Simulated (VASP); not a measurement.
A run of VASP 6.6.1 is set up as follows.

File INCAR:

```
ALGO = Normal ; EDIFF = 1E-6
ENCUT = 520 ; GGA = PE
ISIF = 2 ; ISMEAR = 0
LASPH = T ; LCHARG = T
LELF = T ; LREAL = F
LVHAR = T ; LWAVE = F
NBANDS = 31 ; NELM = 100
PREC = Accurate ; SIGMA = 0.1
```

The input KPOINTS:

```
k-points
0
Gamma
  6 6 4
```

File POSCAR:

```
ZnAg2S2
1.0
    3.8940417598     -0.0000000029      0.0000000000
   -1.9470208774      3.3723390889      0.0000000000
    0.0000000000      0.0000000000      7.0804663902
Zn Ag S
1 2 2
Direct
    0.0000000000      0.0000000000      0.0000000000
    0.6666666667      0.3333333333      0.3824608578
    0.3333333333      0.6666666667      0.6175391422
    0.3333333333      0.6666666667      0.1907704531
    0.6666666667      0.3333333333      0.8092295469
```

Potentials or basis: VASP PAW PBE potentials, release 64 (Zn, Ag, S).

Launch:

```sh
$ cat potpaw_PBE.64/Zn/POTCAR potpaw_PBE.64/Ag/POTCAR potpaw_PBE.64/S/POTCAR > POTCAR
$ mpirun -np 1 vasp_std > vasp.out
```

Question: What does it give for the largest force?

Answer: 0.014 eV/Å.

Question: Predict the pressure.

Answer: 0.0 GPa.

Question: Estimate the band gap on the k mesh.

Answer: Zero (bands 23 and 24 overlap by 0.18 eV).

Forces on the atoms (eV/Å):
```
Zn   0.000  0.000  0.000
Ag   0.000  0.000  0.004
Ag   0.000  0.000 -0.004
S    0.000  0.000  0.014
S    0.000  0.000 -0.014
```
